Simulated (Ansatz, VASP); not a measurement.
# Two plane-wave programs on Sc

```
CELL_PARAMETERS angstrom
2.75752 0.00000 0.00000
0.00000 2.75752 0.00000
0.00000 0.00000 2.75752
ATOMIC_POSITIONS crystal
Sc 0.00000 0.00000 0.00000
```

Change from the starting cell: volume scaled by 0.8, PAW files.

Alike in both runs: task single point; functional PBE; k mesh 13 × 13 × 13; occupations fermi-dirac, width 0.08 eV; no spin polarisation.

```csv
,VASP,Ansatz
version,VASP 6.6.1,Ansatz 0.2.0
potentials or method,"VASP PAW PBE potentials, release 64 (Sc_sv)","PAW with Ansatz's default frozen-core files, scalar-relativistic"
plane-wave cutoff (eV),520,420
valence electrons in the cell,11,11
```

VASP gave:

| Property | Result |
| --- | --- |
| pressure (GPa) | 11.0 |

Q: What did Ansatz give for the same quantities?

A: Pressure (GPa): 10.9.
